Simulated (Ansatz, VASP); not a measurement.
# Two plane-wave programs on PtS2

File INCAR:

```
SYSTEM = PtS2
ALGO = Normal
EDIFF = 1E-6
EDIFFG = -0.01
ENCUT = 520
GGA = PE
IBRION = 2
ISIF = 2
ISMEAR = 0
LASPH = .TRUE.
LCHARG = .FALSE.
LREAL = .FALSE.
LWAVE = .FALSE.
NELM = 80
NSW = 50
PREC = Accurate
SIGMA = 0.05
```

Contents of KPOINTS:

```
k-points
0
G
  9 9 4
  0 0 0
```

POSCAR

```
PtS2
1.0
    3.3262000000      0.0000000000      0.0000000000
   -1.6631000000      2.8805736981      0.0000000000
    0.0000000000      0.0000000000      6.4966356506
Pt S
1 2
Direct
    0.0000000000      0.0000000000      0.0000000000
    0.3333333333      0.6666666667      0.1889525212
    0.6666666667      0.3333333333      0.8110474788
```

Input for Ansatz:

```yaml
crystal:
  lattice:
    - [3.3262, 0.0, 0.0]
    - [-1.6631, 2.8805736981, 0.0]
    - [0.0, 0.0, 6.4966356506]
  atoms:
    - { symbol: Pt, position: [0.0, 0.0, 0.0] }
    - { symbol: S, position: [0.3333333333, 0.6666666667, 0.1889525212] }
    - { symbol: S, position: [0.6666666667, 0.3333333333, 0.8110474788] }
basis:
  ecutwfc: 420
kpoints:
  mp_grid: { grid: [9, 9, 4] }
hamiltonian:
  xc: pbe
  pseudopotentials: { kind: paw }
scf:
  occupations: { method: gaussian, width: 0.05 }
output:
  forces: true
  stress: true
  eigenvalues: true
relax:
  adjacent_minimum: "off"
  f_tol: 0.01
  max_steps: 30
```

Alike in both runs: task relaxation of the atoms; functional PBE; k mesh 9 × 9 × 4; occupations gaussian, width 0.05 eV; no spin polarisation.

|  | VASP | Ansatz |
| --- | --- | --- |
| version | VASP 6.6.1 | Ansatz 0.2.0 |
| potentials or method | VASP PAW PBE potentials, release 64 (Pt, S), cutoff 520 eV | scalar-relativistic, plane waves, PAW |
| valence electrons in the cell | 22 | 30 |

|  | VASP | Ansatz | Ansatz less VASP |
| --- | --- | --- | --- |
| gap on the k mesh at the Fermi level, each at its own relaxed structure (eV) | 1.28 | 1.27 | -0.010 |

VASP's potentials hold 22 valence electrons a cell and Ansatz's 30, so a difference there can come from the potentials and not from the codes. Ansatz's warnings: stress scf threshold loose.

Spin-orbit coupling is off throughout.
